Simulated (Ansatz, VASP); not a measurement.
## Two plane-wave programs on Rh

```
CELL_PARAMETERS angstrom
2.66997 0.00000 0.00000
-1.33498 2.31226 0.00000
0.00000 0.00000 4.29889
ATOMIC_POSITIONS crystal
Rh 0.66224 0.33358 0.75038
Rh 0.33776 0.66642 0.24962
```

Change from the starting cell: all atoms moved at random, sigma 0.02 Å a component; relaxed back.

Alike in both runs: task relaxation of cell and atoms; functional LDA; k mesh 12 × 12 × 8; occupations gaussian, width 0.15 eV; no spin polarisation.

|  | VASP | Ansatz |
| --- | --- | --- |
| version | VASP 6.6.1 | Ansatz 0.2.0 |
| potentials or method | VASP PAW LDA potentials, release 64 (Rh_pv), cutoff 600 eV | scalar-relativistic, plane waves, PAW |
| valence electrons in the cell | 30 | 34 |

|  | VASP | Ansatz | Ansatz less VASP |
| --- | --- | --- | --- |
| gap on the k mesh at the Fermi level, each at its own relaxed structure (eV) | none | none | - |
| relaxed volume (Å³/atom) | 13.31 | 13.27 | -0.037 |
| relaxed cell length with the largest relative difference (Å) | 4.313 | 4.309 | -0.0048 |

LDA's correlation is that of Perdew and Zunger in VASP and of Perdew and Wang (1992) in Ansatz. A gap of «none» marks a metal or a gap that the smearing closes. VASP's potentials hold 30 valence electrons a cell and Ansatz's 34, so a difference there can come from the potentials and not from the codes.
